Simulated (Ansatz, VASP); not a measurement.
**Mg2O: VASP beside Ansatz**

```
Mg O
1.0
     3.70087    0.00000    0.00000
     0.00000    3.70087    0.00000
     0.00000    0.00000    6.22431
Mg O
4 2
Direct
  0.50000 0.50000 0.00000
  0.00000 0.00000 0.00000
  0.50000 0.00000 0.30370
  0.00000 0.50000 0.69630
  0.50000 0.00000 0.71232
  0.00000 0.50000 0.28768
```

Change from the starting cell: species swapped into the Mn2Sb type (P4/nmm, No. 129).

Alike in both runs: task relaxation of cell and atoms; functional PBE; k mesh 4 × 4 × 3; occupations gaussian, width 0.2 eV; no spin polarisation.

|  | VASP | Ansatz |
| --- | --- | --- |
| version | VASP 6.6.1 | Ansatz 0.2.0 |
| potentials or method | VASP PAW PBE potentials, release 64 (Mg, O), cutoff 600 eV | scalar-relativistic, plane waves, PAW |
| valence electrons in the cell | 20 | 52 |

|  | VASP | Ansatz | Ansatz less VASP |
| --- | --- | --- | --- |
| gap on the k mesh at the Fermi level, each at its own relaxed structure (eV) | 0.78 | 0.77 | -0.008 |
| relaxed volume (Å³/atom) | 14.44 | 14.60 | +0.164 |
| relaxed cell length with the largest relative difference (Å) | 3.543 | 3.570 | +0.0271 |

VASP's potentials hold 20 valence electrons a cell and Ansatz's 52, so a difference there can come from the potentials and not from the codes.

The k mesh is coarse, so the values compare programs but aren't converged.
